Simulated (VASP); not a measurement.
A run of VASP 6.6.1 is set up as follows.

File INCAR:

```
SYSTEM = Na
  PREC = Accurate
  ENCUT = 520
  EDIFF = 1E-7
  ISMEAR = -1
  SIGMA = 0.1
  LREAL = .False.
  LASPH = .True.
  NELM = 100
  ALGO = Normal
  ISIF = 2
  LWAVE = .False.
  LCHARG = .False.
  GGA = RE
  NBANDS = 18
```

Contents of KPOINTS:

```
Automatic mesh
0
Gamma
  7 7 10
  0 0 0
```

Contents of POSCAR:

```
Na
1.0
    6.2996804912      0.0000000000      0.0000000000
   -3.1498402456      5.4556833411      0.0000000000
    0.0000000000      0.0000000000      3.7360541097
Na
3
Direct
    1.0000000000      1.0000000000      0.0000000000
    0.3333333333      0.6666666667      0.5000000000
    0.6666666667      0.3333333333      0.5000000000
```

Potentials or basis: VASP PAW PBE potentials, release 64 (Na_pv).

Run with:

```sh
$ cat potpaw_PBE.64/Na_pv/POTCAR > POTCAR
$ mpirun -np 1 vasp_std > vasp.out
```

Task: Predict the band gap on the k mesh.

Result: Zero (an odd number of electrons rules out a gap without spin polarisation).

Task: Estimate the pressure.

Result: -0.4 GPa.

Stress tensor (GPa, compression positive):
```
-0.49  0.00  0.00
 0.00 -0.49  0.00
 0.00  0.00 -0.35
```

Caveat: the PAW data sets were made with another functional, which shifts forces and pressure a little.
